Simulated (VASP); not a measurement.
# SiF (P1) in VASP: single point with PBE

Aim: the single point of SiF with PBE.

All numbers are computed with VASP 6.6.1; they aren't measurements. Logs are shortened: lines on timing, memory, paths and dates and some standing lists are left out, and cuts for length are marked.

## 1. The cell of the first run

The typed cell holds 8 atoms: a = 3.970 Å, b = 6.630 Å, c = 6.635 Å, α = 94.16°, β = 89.85°, γ = 89.99°.

## 2. Single point, PBE

INCAR reads:

```
SYSTEM = SiF
  PREC = Accurate
  ENCUT = 520
  EDIFF = 1E-6
  ISMEAR = 0
  SIGMA = 0.1
  LREAL = .FALSE.
  LASPH = .TRUE.
  NELM = 100
  ALGO = Normal
  ISIF = 2
  LWAVE = .FALSE.
  LCHARG = .TRUE.
  GGA = PE
  LELF = .TRUE.
  LVHAR = .TRUE.
  NBANDS = 32
```

KPOINTS reads:

```
regular mesh
0
G
  4 2 2
  0 0 0
```

POSCAR reads:

```
SiF
1.0
   -3.9698143652     -0.0049591466     -0.0002585663
   -0.0006522407      0.2411407720     -6.6255432385
   -0.0089308495     -6.6303584308      0.2400497334
Si F
4 4
Direct
   -0.0008936411      0.9227154973      0.1776412904
    0.4987861707      0.0714143203      0.3254092924
    0.5012524573      0.0770804056      0.6888261962
    1.0010678382      0.9286842367      0.8149914175
    0.9924915499      0.6858814272      0.2270275506
    0.4929417803      0.3065387034      0.2693268715
    0.5066354774      0.3136697825      0.7737225703
    1.0077183672      0.6940156271      0.7230548113
```

Potentials or basis: VASP PAW PBE potentials, release 64 (Si, F).

Run with:

```sh
$ cat potpaw_PBE.64/Si/POTCAR potpaw_PBE.64/F/POTCAR > POTCAR
$ mpirun -np 1 vasp_std > vasp.out
```

OUTCAR:

```text
SYSTEM = SiF
   PREC = Accurate
   ENCUT = 520
   EDIFF = 1E-6
   ISMEAR = 0
   LREAL = .FALSE.
   LASPH = .TRUE.
   NELM = 100
   ISIF = 2
   GGA = PE

 ion  position               nearest neighbor table
   1  0.999  0.923  0.178-   5 1.63   2 2.39   2 2.40   4 2.41
   2  0.499  0.071  0.325-   6 1.63   1 2.39   1 2.40   3 2.41
   3  0.501  0.077  0.689-   7 1.63   4 2.39   4 2.39   2 2.41
   4  0.001  0.929  0.815-   8 1.63   3 2.39   3 2.39   1 2.41
   5  0.992  0.686  0.227-   1 1.63
   6  0.493  0.307  0.269-   2 1.63
   7  0.507  0.314  0.774-   3 1.63
   8  0.008  0.694  0.723-   4 1.63

  LATTYP: Found a triclinic cell.
 ALAT       =     7.7228402793
 B/A-ratio  =     0.5140359411
 C/A-ratio  =     0.8584833834
 COS(alpha) =     0.0001180323
 COS(beta)  =     0.0623494626
 COS(gamma) =     0.5118090486

  Lattice vectors:

 A1 = (   3.9608835157,  -6.6253992842,   0.2403082997)
 A2 = (   3.9698143652,   0.0049591466,   0.0002585663)
 A3 = (   0.0006522407,  -0.2411407720,   6.6255432385)

Analysis of symmetry for initial positions (statically):
=====================================================================
 Subroutine PRICEL returns:
 Original cell was already a primitive cell.

 Routine SETGRP: Setting up the symmetry group for a
 triclinic supercell.

 Subroutine GETGRP returns: Found  1 space group operations
 (whereof  1 operations were pure point group operations)
 out of a pool of  2 trial point group operations.

The static configuration has the point symmetry C_1 .

Analysis of symmetry for dynamics (positions and initial velocities):
=====================================================================
 Subroutine PRICEL returns:
 Original cell was already a primitive cell.

 Routine SETGRP: Setting up the symmetry group for a
 triclinic supercell.

 Subroutine GETGRP returns: Found  1 space group operations
 (whereof  1 operations were pure point group operations)
 out of a pool of  2 trial point group operations.

The dynamic configuration has the point symmetry C_1 .

 Subroutine INISYM returns: Found  1 space group operations
 (whereof  1 operations are pure point group operations),
[... 94 lines left out ...]
   NELM   =    100;   NELMIN=  2; NELMDL= -5     # of ELM steps
   EDIFF  = 0.1E-05   stopping-criterion for ELM
   LREAL  =      F    real-space projection
   EDIFFG = 0.1E-04   stopping-criterion for IOM
   NSW    =      0    number of steps for IOM
   IBRION =     -1    ionic relax: 0-MD 1-quasi-New 2-CG
   NFREE  =      0    steps in history (QN), initial steepest desc. (CG)
   ISIF   =      2    stress and relaxation
   ISYM   =      2    0-nonsym 1-usesym 2-fastsym
   POTIM  = 0.5000    time-step for ionic-motion
   TEBEG  =    0.0;   TEEND  =   0.0 temperature during run
   PSTRESS=    0.0 pullay stress
   NELECT =      44.0000    total number of electrons
   NUPDOWN=      -1.0000    fix difference up-down
   EMIN   =  10.00;   EMAX   =-10.00  energy-range for DOS
   EFERMI =   0.00;   METHOD = LEGACY
   ISMEAR =     0;   SIGMA  =   0.10  broadening in eV -4-tet -1-fermi 0-gaus
   EFERMI_NEDOS =   21; number of points for ismear=-14 and -15
   IALGO  =     38    algorithm
   IMIX   =      4    mixing-type and parameters
     AMIX     =   0.40;   BMIX     =  1.00
     AMIX_MAG =   1.60;   BMIX_MAG =  1.00
  volume/ion in A,a.u.               =      21.77       146.91
  Fermi-wavevector in a.u.,A,eV,Ry     =   1.034921  1.955717 14.572682  1.071062
  Thomas-Fermi vector in A             =   2.169240
   LORBIT       =      0    0 simple, 1 ext, 2 COOP (PROOUT), +10 PAW based schemes
   GGA     = PE    functional components
   LHFCALC =     F    Hartree Fock is set to
   AEXX    =    0.0000 exact exchange contribution
   IVDW    =     0    specifies the selected vdW correction
   LEPSILON=     F    determine dielectric tensor
   LRPA    =     F    only Hartree local field effects (RPA)
 non-spin polarized calculation
 Gauss-broadening in eV      SIGMA  =   0.10
  energy-cutoff  :      520.00
  volume of cell :      174.16
 maximum number of plane-waves:      4725
 NGX is ok and might be reduce to    30
   NGX = 15   NGY = 25   NGZ = 25

 number of electron      44.0000043 magnetization

 Free energy of the ion-electron system (eV)
  ---------------------------------------------------
  ext. energy  EPLUGINS =         0.00000000
  ---------------------------------------------------
  free energy    TOTEN  =       -42.26979427 eV

  energy without entropy =      -42.26975272  energy(sigma->0) =      -42.26977349

 E-fermi :   1.1185     XC(G=0):  -7.3899

 val. band max:        0.8858282291   @ k =   0.0000   0.5000   0.0000
 cond. band min:       1.3455489338   @ k =   0.0000   0.5000   0.0000
 fundamental gap:      0.4597207048
 Fermi energy:         1.1185060885

 k-point     1 :       0.0000    0.0000    0.0000
  band No.  band energies     occupation
      1     -23.6217      2.00000
      2     -23.5686      2.00000
      3     -23.5599      2.00000
      4     -23.5136      2.00000
      5      -9.4150      2.00000
      6      -7.8790      2.00000
[... 409 lines left out ...]
     31       9.2985      0.00000
     32       9.3348      0.00000

------------------------ aborting loop because EDIFF is reached ----------------------------------------

  FORCE on cell =-STRESS in cart. coord.  units (eV):
  Direction    XX          YY          ZZ          XY          YZ          ZX
  --------------------------------------------------------------------------------------
  -------------------------------------------------------------------------------------
  Total       -0.0192313     -0.0444617      1.0135580     -0.0772913     -0.0286211     -0.0011113
  in kB       -0.1769150     -0.4090168      9.3240341     -0.7110268     -0.2632943     -0.0102231
  external PRESSURE =       2.9127008 kB  Pullay stress =       0.0000000 kB

 VOLUME and BASIS-vectors are now :
 -----------------------------------------------------------------------------
  energy-cutoff  :      520.00
  volume of cell :      174.16
      direct lattice vectors                 reciprocal lattice vectors
    -3.969814365 -0.004959147 -0.000258566    -0.251901375  0.000340649  0.000037196
    -0.000652241  0.241140772 -6.625543238     0.000016679 -0.005471636 -0.151130165
    -0.008930850 -6.630358431  0.240049733     0.000189015 -0.151020663 -0.005496510

 POSITION                                       TOTAL-FORCE (eV/Angst)
 -----------------------------------------------------------------------------------
     -3.96846     -0.96028     -6.07111        -0.002427      0.056349     -0.211023
     -1.98304     -2.14283     -0.39517        -0.007615     -0.058222      0.211299
     -1.99608     -4.55106     -0.34548         0.008927      0.052670      0.198248
     -0.01212     -5.17975     -5.95740         0.002188     -0.061802     -0.195307
     -3.94248     -1.34480     -4.49010        -0.001970     -0.050455      0.197913
     -1.95949     -1.71426     -1.96646         0.003453      0.058700     -0.191948
     -2.01836     -5.05693     -1.89263        -0.003628     -0.062645     -0.199116
     -0.03755     -4.62680     -4.42466         0.001072      0.065404      0.189933
 -----------------------------------------------------------------------------------
    total drift:                               -0.000198     -0.000238      0.000854

  FREE ENERGIE OF THE ION-ELECTRON SYSTEM (eV)
  ---------------------------------------------------
  free  energy   TOTEN  =       -42.2697942684 eV

  energy  without entropy=      -42.2697527191  energy(sigma->0) =      -42.26977349
```

OSZICAR:

```text
N       E                     dE             d eps       ncg     rms          rms(c)
DAV:   1     0.258709789112E+03    0.25871E+03   -0.20553E+04   768   0.118E+03
DAV:   2    -0.235909719039E+02   -0.28230E+03   -0.27283E+03   952   0.264E+02
DAV:   3    -0.445644793630E+02   -0.20974E+02   -0.20848E+02   936   0.775E+01
DAV:   4    -0.448121391782E+02   -0.24766E+00   -0.24748E+00   920   0.936E+00
DAV:   5    -0.448156485281E+02   -0.35093E-02   -0.35090E-02   952   0.109E+00    0.135E+01
DAV:   6    -0.423212076980E+02    0.24944E+01   -0.10039E+01   928   0.219E+01    0.814E+00
DAV:   7    -0.422957481231E+02    0.25460E-01   -0.70621E-01   832   0.446E+00    0.333E+00
DAV:   8    -0.422648880152E+02    0.30860E-01   -0.72990E-02   944   0.199E+00    0.117E+00
DAV:   9    -0.422674054425E+02   -0.25174E-02   -0.22130E-02   832   0.855E-01    0.197E-01
DAV:  10    -0.422696382943E+02   -0.22329E-02   -0.28128E-03   928   0.257E-01    0.117E-01
DAV:  11    -0.422697871400E+02   -0.14885E-03   -0.37964E-04   928   0.130E-01    0.168E-02
DAV:  12    -0.422697910651E+02   -0.39251E-05   -0.27288E-05   936   0.314E-02    0.538E-03
DAV:  13    -0.422697939206E+02   -0.28555E-05   -0.34216E-06   904   0.104E-02    0.611E-03
DAV:  14    -0.422697942684E+02   -0.34786E-06   -0.22232E-07   616   0.298E-03
   1 F= -.42269794E+02 E0= -.42269773E+02  d E =-.415493E-04
```

It took 36 s on 1 thread of Intel Xeon 6975P-C (Granite Rapids), shared host; peak memory 0.27 GiB.

Results:

| Quantity | Value |
| --- | --- |
| Free energy | -42.2698 eV |
| Pressure | 0.3 GPa |
| Largest force | 0.219 eV/Å |
| Band gap on the k mesh | 0.46 eV, direct |

Forces in eV/Å, atoms in the order of the input:
```
Si  -0.002  0.056 -0.211
Si  -0.008 -0.058  0.211
Si   0.009  0.053  0.198
Si   0.002 -0.062 -0.195
F   -0.002 -0.050  0.198
F    0.003  0.059 -0.192
F   -0.004 -0.063 -0.199
F    0.001  0.065  0.190
```

Stress tensor (GPa, compression positive):
```
-0.02 -0.07  0.00
-0.07 -0.04 -0.03
 0.00 -0.03  0.93
```

Caveat: the k points lie up to 0.48 Å⁻¹ apart. A k mesh can miss the band edges.
